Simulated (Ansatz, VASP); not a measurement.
# One calculation of Pb, two programs

The input INCAR:

```
PREC = Accurate ; ENCUT = 520
EDIFF = 1E-7 ; ISMEAR = -1
SIGMA = 0.05 ; LREAL = F
LASPH = T ; NELM = 80
ALGO = Fast ; ISIF = 2
LWAVE = F ; LCHARG = F
GGA = CA ; NBANDS = 21
```

File KPOINTS:

```
Automatic mesh
0
Gamma
  9 9 5
```

File POSCAR:

```
Pb
1.0
    3.0982024693     -1.7846486746      0.0000000000
    3.0982024693      1.7846486746      0.0000000000
   -2.1569528306      0.0000000000      6.2147694303
Pb
2
Direct
    0.9085084100      0.9085084100      0.7262922000
    0.0914915900      0.0914915900      0.2737078000
```

Contents of input.yaml:

```yaml
crystal:
  lattice:
    - [3.0982024693, -1.7846486746, 0.0]
    - [3.0982024693, 1.7846486746, 0.0]
    - [-2.1569528306, 0.0, 6.2147694303]
  atoms:
    - { symbol: Pb, position: [0.90850841, 0.90850841, 0.7262922] }
    - { symbol: Pb, position: [0.09149159, 0.09149159, 0.2737078] }
kpoints:
  mp_grid: { grid: [9, 9, 5] }
scf:
  occupations: { method: fermi_dirac, width: 0.05 }
hamiltonian:
  xc: lda
  pseudopotentials: { kind: all_electron, lapw: { basis_error: 0.001 } }
output:
  forces: true
  stress: true
  eigenvalues: true
```

Change from the starting cell: volume scaled by 1.06.

Alike in both runs: task single point; functional LDA; k mesh 9 × 9 × 5; occupations fermi-dirac, width 0.05 eV; no spin polarisation.

```csv
,VASP,Ansatz
version,VASP 6.6.1,Ansatz 0.2.0
potentials or method,"VASP PAW LDA potentials, release 64 (Pb_d), cutoff 520 eV","all-electron LAPW, scalar-relativistic"
```

Ansatz gave:

| Item | Value |
| --- | --- |
| gap on the k mesh at the Fermi level (eV) | none |
| pressure (GPa) | -4.9 |
| traceless stress, the component that is largest in VASP (GPa) | -0.14 |
| rms of the force components (eV/Å) | 0.152 |

**Question.** Estimate VASP's values.

**Answer.** gap on the k mesh at the Fermi level (eV): none; pressure (GPa): -4.9; traceless stress, the component that is largest in VASP (GPa): -0.14; rms of the force components (eV/Å): 0.149.

LDA's correlation is that of Perdew and Zunger in VASP and of Perdew and Wang (1992) in Ansatz. Atom by atom the forces differ by 0.003 eV/Å (rms over components). A gap of «none» marks a metal or a gap that the smearing closes. Ansatz ran all-electron here, and VASP with PAW potentials.

Spin-orbit coupling is off throughout.
